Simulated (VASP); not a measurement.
Write the native input for VASP 6.6.1 that does the following.

```
Task                   : single point
Functional             : PBE
Potentials or basis    : VASP PAW PBE potentials, release 64 (Cr_pv)
Cutoff                 : 500 eV
k mesh                 : 16 × 16 × 16
Occupations            : gaussian, width 0.05 eV
Spin                   : no spin polarisation
Dipole correction      : no
Further INCAR settings : ALGO = Normal; EDIFF = 1e-06; NBANDS = 12
```

The structure of Cr lies in POSCAR:

```
Cr
1.0
   -1.4399985532      1.4399985532      1.4399985532
    1.4399985532     -1.4399985532      1.4399985532
    1.4399985532      1.4399985532     -1.4399985532
Cr
1
Direct
    0.0000000000      0.0000000000      0.0000000000
```

The input as run:

INCAR

```
PREC     = Accurate       # precision mode
ENCUT    = 500            # plane-wave cutoff, eV
EDIFF    = 1E-6           # SCF threshold, eV
ISMEAR   = 0              # smearing method
SIGMA    = 0.05           # smearing width, eV
LREAL    = F              # projectors in reciprocal space
LASPH    = T              # aspherical terms in the spheres
NELM     = 120            # most SCF steps
ALGO     = Normal         # electronic algorithm
ISIF     = 2              # what is computed and relaxed
LWAVE    = F              # write WAVECAR
LCHARG   = F              # write CHGCAR
GGA      = PE             # functional
NBANDS   = 12             # bands
GGA_COMPAT= F
```

KPOINTS

```
Automatic mesh
0
Gamma
  16 16 16
```

Potentials or basis: VASP PAW PBE potentials, release 64 (Cr_pv).

Command:

```console
$ cat potpaw_PBE.64/Cr_pv/POTCAR > POTCAR
$ mpirun -np 1 vasp_std > vasp.out
```

It gave:

- Pressure: -8.6 GPa
- Band gap on the k mesh: zero (band 6 reaches 12.82 eV, above the bottom of band 7 at 9.63 eV)

Caveat: the run has no spin polarisation, though such a crystal can be magnetic.

Wall time 23 s on 1 thread of Intel Xeon 8259CL, on a shared host, peak memory 0.13 GiB.
